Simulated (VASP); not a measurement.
Write the native input for VASP 6.6.1 that does the following.

| Quantity | Value |
| --- | --- |
| Task | single point |
| Functional | LDA |
| Potentials or basis | VASP PAW LDA potentials, release 64 (Ga_d, Sb) |
| Cutoff | 520 eV |
| k mesh | 18 × 18 × 18 |
| Occupations | gaussian, width 0.15 eV |
| Spin | no spin polarisation |
| Dipole correction | no |
| Further INCAR settings | ALGO = Normal; EDIFF = 1e-07; NBANDS = 16 |

The structure of GaSb lies in POSCAR:

```
GaSb
1.0
   -1.6330799523      2.4612991999      2.7546156569
    1.6330799523     -2.4612991999      2.7546156569
    1.6330799523      2.4612991999     -2.7546156569
Ga Sb
1 1
Direct
    0.0000000000      0.0000000000      0.0000000000
    0.5000000000      0.5000000000      0.0000000000
```

The input as run:

INCAR

```
ALGO = Normal
EDIFF = 1E-7
ENCUT = 520
GGA = CA
ISIF = 2
ISMEAR = 0
LASPH = T
LCHARG = F
LREAL = F
LWAVE = F
NBANDS = 16
NELM = 100
PREC = Accurate
SIGMA = 0.15
```

KPOINTS

```
k-points
0
Gamma
  18 18 18
```

Potentials or basis: VASP PAW LDA potentials, release 64 (Ga_d, Sb).

The run is started by

```sh
$ cat potpaw_LDA.64/Ga_d/POTCAR potpaw_LDA.64/Sb/POTCAR > POTCAR
$ mpirun -np 1 vasp_std > vasp.out
```

It gave:

- Pressure: 0.4 GPa
- Band gap on the k mesh: zero (bands 9 and 10 overlap by 6.15 eV)

Caveat: spin-orbit coupling is left out, which moves the levels of the heavy elements.

Run time: 3.6 min on 1 thread of Intel(R) Xeon(R) 6975P-C (Granite Rapids), with other jobs on the host, peak memory 0.68 GiB.
